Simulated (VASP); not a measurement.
# TiSi2 (Cmcm) in VASP: notebook, part 2 of 2

VASP 6.6.1. The steps go on from the part before.

### 3 Single point, PBEsol (volume scaled by 1.06, then relaxed in part)

Input file INCAR:

```
SYSTEM = TiSi2
PREC     = Accurate       ! precision mode
ENCUT    = 520            ! plane-wave cutoff, eV
EDIFF    = 1E-6           ! SCF threshold, eV
ISMEAR   = 0              ! smearing method
SIGMA    = 0.1            ! smearing width, eV
LREAL    = .FALSE.        ! projectors in reciprocal space
LASPH    = .TRUE.         ! aspherical terms in the spheres
NELM     = 100            ! most SCF steps
ALGO     = Normal         ! electronic algorithm
ISIF     = 2              ! what is computed and relaxed
LWAVE    = .FALSE.        ! write WAVECAR
LCHARG   = .TRUE.         ! write CHGCAR
GGA      = PS             ! functional
LELF     = .TRUE.         ! ELF
LVHAR    = .TRUE.       
NBANDS   = 29             ! bands
```

Input file KPOINTS:

```
regular mesh
0
G
  10 10 10
  0 0 0
```

Input file POSCAR:

```
TiSi2
1.0
    1.7865891098     -6.8690759196      0.0000000000
    1.7865891098      6.8690759196      0.0000000000
    0.0000000000      0.0000000000      3.6044614423
Ti Si
2 4
Direct
    0.8962247929      0.1037752071      0.7500000000
    0.1037752071      0.8962247929      0.2500000000
    0.5586085720      0.4413914280      0.7500000000
    0.4413914280      0.5586085720      0.2500000000
    0.2498907870      0.7501092130      0.7500000000
    0.7501092130      0.2498907870      0.2500000000
```

Potentials or basis: VASP PAW PBE potentials, release 64 (Ti_sv, Si).

On the command line:

```console
$ cat potpaw_PBE.64/Ti_sv/POTCAR potpaw_PBE.64/Si/POTCAR > POTCAR
$ mpirun -np 1 vasp_std > vasp.out
```

OUTCAR:

```text
SYSTEM = TiSi2
   PREC = Accurate
   ENCUT = 520
   EDIFF = 1E-6
   ISMEAR = 0
   LREAL = .FALSE.
   LASPH = .TRUE.
   NELM = 100
   ISIF = 2
   GGA = PS

 ion  position               nearest neighbor table
   1  0.896  0.104  0.750-   4 2.61   4 2.61   4 2.61   4 2.61   5 2.69   5 2.69   6 2.70   6 2.70
                             3 2.86   3 2.86
   2  0.104  0.896  0.250-   3 2.61   3 2.61   3 2.61   3 2.61   6 2.69   6 2.69   5 2.70   5 2.70
                             4 2.86   4 2.86
   3  0.559  0.441  0.750-   4 2.42   4 2.42   2 2.61   2 2.61   2 2.61   2 2.61   1 2.86   1 2.86

   4  0.441  0.559  0.250-   3 2.42   3 2.42   1 2.61   1 2.61   1 2.61   1 2.61   2 2.86   2 2.86

   5  0.250  0.750  0.750-   6 2.54   6 2.54   6 2.54   6 2.54   1 2.69   1 2.69   2 2.70   2 2.70

   6  0.750  0.250  0.250-   5 2.54   5 2.54   5 2.54   5 2.54   2 2.69   2 2.69   1 2.70   1 2.70

  LATTYP: Found a base centered orthorhombic cell.
 ALAT       =     3.5731782196
 B/A-ratio  =     3.8447989423
 C/A-ratio  =     1.0087550133

  Lattice vectors:

 A1 = (   1.7865891098,  -6.8690759196,   0.0000000000)
 A2 = (   1.7865891098,   6.8690759196,   0.0000000000)
 A3 = (   0.0000000000,   0.0000000000,   3.6044614423)

Analysis of symmetry for initial positions (statically):
=====================================================================
 Subroutine PRICEL returns:
 Original cell was already a primitive cell.

 Routine SETGRP: Setting up the symmetry group for a
 base centered orthorhombic supercell.

 Subroutine GETGRP returns: Found  8 space group operations
 (whereof  4 operations were pure point group operations)
 out of a pool of  8 trial point group operations.

The static configuration has the point symmetry C_2h.
 The point group associated with its full space group is D_2h.

Analysis of symmetry for dynamics (positions and initial velocities):
=====================================================================
 Subroutine PRICEL returns:
 Original cell was already a primitive cell.
[... 134 lines left out ...]
   IALGO  =     38    algorithm
   IMIX   =      4    mixing-type and parameters
     AMIX     =   0.40;   BMIX     =  1.00
     AMIX_MAG =   1.60;   BMIX_MAG =  1.00
  volume/ion in A,a.u.               =      14.74        99.50
  Fermi-wavevector in a.u.,A,eV,Ry     =   1.256503  2.374447 21.480892  1.578801
  Thomas-Fermi vector in A             =   2.390208
   LORBIT       =      0    0 simple, 1 ext, 2 COOP (PROOUT), +10 PAW based schemes
   GGA     = PS    functional components
   LHFCALC =     F    Hartree Fock is set to
   AEXX    =    0.0000 exact exchange contribution
   IVDW    =     0    specifies the selected vdW correction
   LEPSILON=     F    determine dielectric tensor
   LRPA    =     F    only Hartree local field effects (RPA)
 non-spin polarized calculation
 Gauss-broadening in eV      SIGMA  =   0.10
  energy-cutoff  :      520.00
  volume of cell :       88.47
 maximum number of plane-waves:      2406
 NGX is ok and might be reduce to    54
   NGX = 27   NGY = 27   NGZ = 13

 number of electron      40.0000001 magnetization

 Free energy of the ion-electron system (eV)
  ---------------------------------------------------
  ext. energy  EPLUGINS =         0.00000000
  ---------------------------------------------------
  free energy    TOTEN  =       -43.58474655 eV

  energy without entropy =      -43.57762506  energy(sigma->0) =      -43.58118580

 E-fermi :   9.9579     XC(G=0): -11.5570

 val. band max:        9.9507391978   @ k =  -0.2000   0.1000   0.2000
 cond. band min:       9.9583040721   @ k =  -0.3000   0.2000   0.1000
 fundamental gap:      0.0075648743
 Fermi energy:         9.9578756423

 k-point     1 :       0.0000    0.0000    0.0000
  band No.  band energies     occupation
      1     -46.7062      2.00000
      2     -46.6989      2.00000
      3     -23.1417      2.00000
      4     -23.1119      2.00000
      5     -23.1015      2.00000
      6     -23.0996      2.00000
[... 757 lines left out ...]
     28      13.0891      0.00000
     29      13.1532      0.00000

 [... further k-points ...]
[... 5 lines left out ...]
  --------------------------------------------------------------------------------------
  -------------------------------------------------------------------------------------
  Total       -3.8411756     -3.8568048     -3.8169453      0.0000000      0.0000000      0.0000000
  in kB      -69.5634903    -69.8465347    -69.1246817      0.0000000      0.0000000      0.0000000
  external PRESSURE =     -69.5115689 kB  Pullay stress =       0.0000000 kB

 VOLUME and BASIS-vectors are now :
 -----------------------------------------------------------------------------
  energy-cutoff  :      520.00
  volume of cell :       88.47
      direct lattice vectors                 reciprocal lattice vectors
     1.786589110 -6.869075920  0.000000000     0.279862895 -0.072789995  0.000000000
     1.786589110  6.869075920  0.000000000     0.279862895  0.072789995  0.000000000
     0.000000000  0.000000000  3.604461442     0.000000000  0.000000000  0.277433957

 POSITION                                       TOTAL-FORCE (eV/Angst)
 -----------------------------------------------------------------------------------
      1.78659     -5.44340      2.70335         0.000000     -0.002243      0.000000
      1.78659      5.44340      0.90112         0.000000      0.002243     -0.000000
      1.78659     -0.80517      2.70335         0.000000      0.006433      0.000000
      1.78659      0.80517      0.90112         0.000000     -0.006433     -0.000000
      1.78659      3.43604      2.70335         0.000000      0.000554     -0.000000
      1.78659     -3.43604      0.90112         0.000000     -0.000554     -0.000000
 -----------------------------------------------------------------------------------
    total drift:                               -0.000000      0.000000      0.000000

  FREE ENERGIE OF THE ION-ELECTRON SYSTEM (eV)
  ---------------------------------------------------
  free  energy   TOTEN  =       -43.5847465463 eV

  energy  without entropy=      -43.5776250615  energy(sigma->0) =      -43.58118580
```

Run time: 6.6 min. Hardware: 1 thread of Intel Xeon 6975P-C (Granite Rapids), shared host; peak memory 0.55 GiB.

Results:

| Property | Result |
| --- | --- |
| Free energy | -43.5847 eV |
| Pressure | -7.0 GPa |
| Largest force | 0.006 eV/Å |
| Band gap on the k mesh | zero (band 20 reaches 10.45 eV, above the bottom of band 21 at 9.47 eV) |

Forces in eV/Å, atoms in the order of the input:
```
Ti   0.000 -0.002  0.000
Ti   0.000  0.002  0.000
Si   0.000  0.006  0.000
Si   0.000 -0.006  0.000
Si   0.000  0.001  0.000
Si   0.000 -0.001  0.000
```

Caveat: the cell differs from its parent crystal (volume scaled by 1.06, then relaxed in part); the PAW data sets were made with another functional, which shifts forces and pressure a little.

### 4 Single point, PBEsol

This run uses another cell than the first one, of 13.91 Å³/atom, 0.971 times its volume.

Input file INCAR:

```
SYSTEM = TiSi2
ALGO = Normal
EDIFF = 1E-6
ENCUT = 500
GGA = PS
GGA_COMPAT = .False.
ISIF = 2
ISMEAR = 0
LASPH = .True.
LCHARG = .True.
LELF = .True.
LREAL = .False.
LVHAR = .True.
LWAVE = .False.
NBANDS = 29
NELM = 120
PREC = Accurate
SIGMA = 0.15
```

Input file KPOINTS:

```
k-points
0
Gamma
  10 10 10
  0 0 0
```

Input file POSCAR:

```
TiSi2
1.0
    1.7585248039     -6.6741239124      0.0000000000
    1.7585248039      6.6741239124      0.0000000000
    0.0000000000      0.0000000000      3.5556151851
Ti Si
2 4
Direct
    0.8975172586      0.1024827414      0.7500000000
    0.1024827414      0.8975172586      0.2500000000
    0.5599863203      0.4400136797      0.7500000000
    0.4400136797      0.5599863203      0.2500000000
    0.2497198032      0.7502801968      0.7500000000
    0.7502801968      0.2497198032      0.2500000000
```

On the command line:

```console
$ cat potpaw_PBE.64/Ti_sv/POTCAR potpaw_PBE.64/Si/POTCAR > POTCAR
$ mpirun -np 1 vasp_std > vasp.out
```

Run time: 5.4 min. Hardware: 1 thread of Intel Xeon 6975P-C (Granite Rapids), shared host; peak memory 0.5 GiB.

It converged, with:

```
Free energy            : -43.7007 eV
Pressure               : 0.1 GPa
Largest force          : 0.005 eV/Å
Band gap on the k mesh : zero (band 20 reaches 11.16 eV, above the bottom of band 21 at 10.14 eV)
```

Forces on the atoms (eV/Å):
```
Ti   0.000 -0.001  0.000
Ti   0.000  0.001  0.000
Si   0.000 -0.004  0.000
Si   0.000  0.004  0.000
Si   0.000  0.005  0.000
Si   0.000 -0.005  0.000
```

Levels at points of the mesh, in eV from the Fermi level:
```tsv
k point	band 17	band 18	band 19	band 20	band 21	band 22	band 23	band 24
(0.00, 0.00, 0.00)	-2.20	-2.04	-2.02	0.44	0.82	0.82	0.89	1.32
(0.50, 0.00, 0.00)	-1.76	-1.37	-0.66	-0.59	-0.57	1.22	1.51	1.66
(0.50, 0.50, 0.00)	-2.55	-1.91	-1.18	0.36	0.64	0.69	0.92	1.24
(0.00, 0.00, 0.50)	-1.66	-1.66	-0.03	-0.03	1.01	1.01	1.53	1.53
(0.50, 0.00, 0.50)	-3.17	-3.17	-2.51	-2.51	1.78	1.78	1.90	1.90
(0.50, 0.50, 0.50)	-2.11	-2.11	-0.90	-0.90	0.55	0.55	1.67	1.67
```

Caveat: the PAW data sets were made with another functional, which shifts forces and pressure a little.

### 5 Single point, PBEsol (biaxial strain in the a-b plane: -6.0 %)

Input file INCAR:

```
SYSTEM = TiSi2
PREC     = Accurate       ! precision mode
ENCUT    = 520            ! plane-wave cutoff, eV
EDIFF    = 1E-6           ! SCF threshold, eV
ISMEAR   = 0              ! smearing method
SIGMA    = 0.1            ! smearing width, eV
LREAL    = .FALSE.        ! projectors in reciprocal space
LASPH    = .TRUE.         ! aspherical terms in the spheres
NELM     = 60             ! most SCF steps
ALGO     = Normal         ! electronic algorithm
ISIF     = 2              ! what is computed and relaxed
LWAVE    = .FALSE.        ! write WAVECAR
LCHARG   = .TRUE.         ! write CHGCAR
GGA      = PS             ! functional
LELF     = .TRUE.         ! ELF
LVHAR    = .TRUE.       
NBANDS   = 52             ! bands
```

Input file KPOINTS:

```
Automatic mesh
0
G
  10 4 10
  0 0 0
```

Input file POSCAR:

```
TiSi2
1.0
    3.3060266062      0.0000000000      0.0000000000
    0.0000000000     12.5473531192      0.0000000000
    0.0000000000      0.0000000000      3.6836173238
Ti Si
4 8
Direct
    0.5000000000      0.6011681598      0.7500000000
    0.0000000000      0.8988318402      0.2500000000
    0.0000000000      0.1011681598      0.7500000000
    0.5000000000      0.3988318402      0.2500000000
    0.5000000000      0.9390808754      0.7500000000
    0.0000000000      0.5609191246      0.2500000000
    0.0000000000      0.7525327415      0.7500000000
    0.5000000000      0.7474672585      0.2500000000
    0.0000000000      0.4390808754      0.7500000000
    0.5000000000      0.0609191246      0.2500000000
    0.5000000000      0.2525327415      0.7500000000
    0.0000000000      0.2474672585      0.2500000000
```

Potentials or basis: VASP PAW PBE potentials, release 64 (Ti_sv, Si).

On the command line:

```console
$ cat potpaw_PBE.64/Ti_sv/POTCAR potpaw_PBE.64/Si/POTCAR > POTCAR
$ mpirun -np 1 vasp_std > vasp.out
```

OUTCAR:

```text
SYSTEM = TiSi2
   PREC = Accurate
   ENCUT = 520
   EDIFF = 1E-6
   ISMEAR = 0
   LREAL = .FALSE.
   LASPH = .TRUE.
   NELM = 60
   ISIF = 2
   GGA = PS

 ion  position               nearest neighbor table
   1  0.500  0.601  0.750-   7 2.52   7 2.52   6 2.53   6 2.53   6 2.53   6 2.53   8 2.60   8 2.60
                             9 2.62   9 2.62
   2  0.000  0.899  0.250-   8 2.52   8 2.52   5 2.53   5 2.53   5 2.53   5 2.53   7 2.60   7 2.60
                            10 2.62  10 2.62
   3  0.000  0.101  0.750-  11 2.52  11 2.52  10 2.53  10 2.53  10 2.53  10 2.53  12 2.60  12 2.60
                             5 2.62   5 2.62
   4  0.500  0.399  0.250-  12 2.52  12 2.52   9 2.53   9 2.53   9 2.53   9 2.53  11 2.60  11 2.60
                             6 2.62   6 2.62
   5  0.500  0.939  0.750-  10 2.39  10 2.39   2 2.53   2 2.53   2 2.53   2 2.53   3 2.62   3 2.62
                             7 2.87   7 2.87   8 3.03   8 3.03
   6  0.000  0.561  0.250-   9 2.39   9 2.39   1 2.53   1 2.53   1 2.53   1 2.53   4 2.62   4 2.62
                             8 2.87   8 2.87   7 3.03   7 3.03
[... 1559 lines left out ...]

 [... further k-points ...]

------------------------ aborting loop because EDIFF is reached ----------------------------------------

  FORCE on cell =-STRESS in cart. coord.  units (eV):
  Direction    XX          YY          ZZ          XY          YZ          ZX
  --------------------------------------------------------------------------------------
  -------------------------------------------------------------------------------------
  Total       20.0834846     20.3574646      0.2101945      0.0000000      0.0000000      0.0000000
  in kB      210.5797848    213.4525260      2.2039363      0.0000000      0.0000000      0.0000000
  external PRESSURE =     142.0787490 kB  Pullay stress =       0.0000000 kB

 VOLUME and BASIS-vectors are now :
 -----------------------------------------------------------------------------
  energy-cutoff  :      520.00
  volume of cell :      152.80
      direct lattice vectors                 reciprocal lattice vectors
     3.306026606  0.000000000  0.000000000     0.302477904  0.000000000  0.000000000
     0.000000000 12.547353119  0.000000000     0.000000000  0.079698084  0.000000000
     0.000000000  0.000000000  3.683617324     0.000000000  0.000000000  0.271472282

 POSITION                                       TOTAL-FORCE (eV/Angst)
 -----------------------------------------------------------------------------------
      1.65301      7.54307      2.76271        -0.000000     -0.176447     -0.000000
      0.00000     11.27796      0.92090        -0.000000      0.176447      0.000000
      0.00000      1.26939      2.76271        -0.000000     -0.176447     -0.000000
      1.65301      5.00428      0.92090        -0.000000      0.176447     -0.000000
      1.65301     11.78298      2.76271        -0.000000     -0.104571      0.000000
      0.00000      7.03805      0.92090        -0.000000      0.104571      0.000000
      0.00000      9.44229      2.76271         0.000000      0.195831     -0.000000
      1.65301      9.37874      0.92090        -0.000000     -0.195831      0.000000
      0.00000      5.50930      2.76271        -0.000000     -0.104571      0.000000
      1.65301      0.76437      0.92090        -0.000000      0.104571      0.000000
      1.65301      3.16862      2.76271        -0.000000      0.195831      0.000000
      0.00000      3.10506      0.92090         0.000000     -0.195831     -0.000000
 -----------------------------------------------------------------------------------
    total drift:                                0.000000      0.000000      0.000000

  FREE ENERGIE OF THE ION-ELECTRON SYSTEM (eV)
  ---------------------------------------------------
  free  energy   TOTEN  =       -86.1912291014 eV

  energy  without entropy=      -86.1726402774  energy(sigma->0) =      -86.18193469
```

stdout:

```text
POSCAR found type information on POSCAR TiSi
 POSCAR found :  2 types and      12 ions
 scaLAPACK will be used
 -----------------------------------------------------------------------------
|                                                                             |
|                                                                             |
|     You enforced a specific xc type in the INCAR file but a different       |
|     I HOPE YOU KNOW WHAT YOU ARE DOING!                                     |
|                                                                             |
 -----------------------------------------------------------------------------

 LDA part: xc-table for (Slater+PW92), standard interpolation
 POSCAR, INCAR and KPOINTS ok, starting setup
 FFT: planning ... GRIDC
 FFT: planning ... GRID_SOFT
 FFT: planning ... GRID
 WAVECAR not read
 entering main loop
```

Wall time 6.6 min (1 thread of Intel Xeon 6975P-C (Granite Rapids), shared host); peak memory 0.67 GiB.

Results:

```yaml
Free_energy: -86.1912 eV
Pressure: 14.2 GPa
Largest_force: 0.196 eV/Å
Band_gap_on_the_k_mesh: zero (band 40 reaches 12.32 eV, above the bottom of band 41 at 11.00 eV)
```

Forces on the atoms (eV/Å):
```
Ti   0.000 -0.176  0.000
Ti   0.000  0.176  0.000
Ti   0.000 -0.176  0.000
Ti   0.000  0.176  0.000
Si   0.000 -0.105  0.000
Si   0.000  0.105  0.000
Si   0.000  0.196  0.000
Si   0.000 -0.196  0.000
Si   0.000 -0.105  0.000
Si   0.000  0.105  0.000
Si   0.000  0.196  0.000
Si   0.000 -0.196  0.000
```

Levels at points of the mesh, in eV from the Fermi level:
| k point | band 37 | band 38 | band 39 | band 40 | band 41 | band 42 | band 43 | band 44 |
| --- | --- | --- | --- | --- | --- | --- | --- | --- |
| (0.00, 0.00, 0.00) | -1.27 | -1.25 | 0.14 | 0.24 | 0.35 | 0.47 | 0.56 | 0.85 |
| (0.50, 0.00, 0.00) | -1.05 | -1.05 | -0.88 | -0.88 | -0.39 | -0.39 | 0.65 | 0.65 |
| (0.00, 0.50, 0.00) | -1.05 | -1.05 | 0.39 | 0.39 | 0.40 | 0.40 | 0.76 | 0.76 |
| (0.50, 0.50, 0.00) | -1.04 | -1.04 | -0.92 | -0.92 | -0.84 | -0.84 | 0.74 | 0.74 |
| (0.00, 0.00, 0.50) | -0.61 | -0.61 | 0.48 | 0.48 | 1.06 | 1.06 | 1.11 | 1.11 |
| (0.50, 0.00, 0.50) | -2.24 | -2.24 | -2.24 | -2.24 | 1.46 | 1.46 | 1.46 | 1.46 |
| (0.00, 0.50, 0.50) | -0.11 | -0.11 | -0.11 | -0.11 | 1.09 | 1.09 | 1.09 | 1.09 |
| (0.50, 0.50, 0.50) | -2.58 | -2.58 | -2.58 | -2.58 | 1.46 | 1.46 | 1.46 | 1.46 |

Caveat: the cell differs from its parent crystal (biaxial strain in the a-b plane: -6.0 %); the PAW data sets were made with another functional, which shifts forces and pressure a little.

### 6 Overview

```tsv
cell	k mesh	cutoff (eV)	smearing	gap on the mesh (eV)	pressure (GPa)	largest force (eV/Å)
a = 7.000, b = 7.000, c = 3.580 Å, angles 90.0, 90.0, 150.7°, 6 atoms	10 × 10 × 10	520	gaussian 0.1 eV	none	-3.7	0.01
a = 7.098, b = 7.098, c = 3.604 Å, angles 90.0, 90.0, 150.8°, 6 atoms	10 × 10 × 10	520	gaussian 0.1 eV	none	-7.0	0.01
a = 6.902, b = 6.902, c = 3.556 Å, angles 90.0, 90.0, 150.5°, 6 atoms	10 × 10 × 10	500	gaussian 0.15 eV	none	0.1	0.01
a = 3.306, b = 12.547, c = 3.684 Å, 12 atoms	10 × 4 × 10	520	gaussian 0.1 eV	none	14.2	0.20
```

Alike in all rows: task single point; level PBEsol; potentials or basis VASP PAW PBE potentials, release 64 (Ti_sv, Si); no spin polarisation.

Caveats: the PAW data sets were made with another functional, which shifts forces and pressure a little.

Absolute energies hang on the potentials; compare differences alone.
